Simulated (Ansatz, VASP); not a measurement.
# InSe: VASP beside Ansatz

```
In Se
1.0
     5.98299   -2.09530    0.00000
     5.98299    2.09530    0.00000
    -1.63078    0.00000    4.40846
In Se
2 2
Direct
  0.88400 0.88400 0.00500
  0.11600 0.11600 0.99500
  0.66000 0.66000 0.64200
  0.34000 0.34000 0.35800
```

Change from the starting cell: volume scaled by 1.06, crystal datasets.

Alike in both runs: task electric field gradients; functional PBE; k mesh 7 × 7 × 6; occupations fermi-dirac, width 0.02 eV; no spin polarisation.

|  | VASP | Ansatz |
| --- | --- | --- |
| version | VASP 6.6.1 | Ansatz 0.2.0 |
| potentials or method | VASP PAW PBE potentials, release 64 (In_d, Se), cutoff 520 eV | all-electron PAW with datasets made for the crystal, scalar-relativistic |

```tsv
	VASP	Ansatz	Ansatz less VASP
gap on the k mesh at the Fermi level (eV)	0.81	0.82	+0.005
pressure (GPa)	-0.3	-0.3	-0.02
traceless stress, the component that is largest in VASP (GPa)	1.65	1.63	-0.012
rms of the force components (eV/Å)	0.350	0.352	+0.0020
size of Vzz on the site where it differs most (V/Å²)	80.8	84.6	+3.80
```

Atom by atom the forces differ by 0.006 eV/Å (rms over components). Ansatz ran all-electron here, and VASP with PAW potentials.
